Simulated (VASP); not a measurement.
Here is a VASP 6.6.1 calculation.

Contents of POSCAR:

```
SiC
1.0
    0.0000000000      2.1781707228      2.1781707228
    2.1781707228      0.0000000000      2.1781707228
    2.1781707228      2.1781707228      0.0000000000
Si C
1 1
Direct
    0.0000000000      0.0000000000      0.0000000000
    0.7500000000      0.7500000000      0.7500000000
```

Contents of INCAR.step1:

```
SYSTEM = SiC
ALGO = Normal ; EDIFF = 1E-4
ENCUT = 600 ; GGA = PE
ISMEAR = 0 ; LASPH = .TRUE.
LCHARG = .FALSE. ; LREAL = .FALSE.
LWAVE = .TRUE. ; NELM = 60
PREC = Accurate ; SIGMA = 0.01
```

INCAR.step2

```
SYSTEM = SiC
ALGO = Normal ; EDIFF = 1E-7
EDIFFG = -0.002 ; ENCUT = 600
IBRION = 2 ; ISIF = 3
ISMEAR = 0 ; ISTART = 1
LASPH = .TRUE. ; LCHARG = .FALSE.
LMIXTAU = .TRUE. ; LREAL = .FALSE.
LWAVE = .FALSE. ; METAGGA = R2SCAN
NELM = 60 ; NSW = 100
PREC = Accurate ; PSTRESS = 70.0
SIGMA = 0.01
```

Contents of KPOINTS:

```
k-points
0
G
  8 8 8
  0 0 0
```

Potentials or basis: VASP PAW PBE potentials, release 64 (Si, C).

Run with:

```sh
$ cat potpaw_PBE.64/Si/POTCAR potpaw_PBE.64/C/POTCAR > POTCAR
$ cp INCAR.step1 INCAR
$ mpirun -np 1 vasp_std > vasp.out
$ cp INCAR.step2 INCAR
$ mpirun -np 1 vasp_std > vasp.out
```

(1) Predict the relaxed volume.

(2) Estimate the space group after relaxing (to 0.05 Å).

(3) What does it give for the relaxed cell?

(4) Predict the band gap on the k mesh.

Answers

(1) 10.02 Å³/atom.

(2) F-43m (No. 216).

(3) a = 3.049 Å, b = 3.049 Å, c = 3.049 Å, α = 60.00°, β = 60.00°, γ = 60.00°.

(4) 1.70 eV, indirect (least direct gap 5.10 eV).

Caveat: the cell is relaxed towards a set pressure, so the enthalpy falls and the energy may rise; the PAW data sets were made with another functional, which shifts forces and pressure a little.
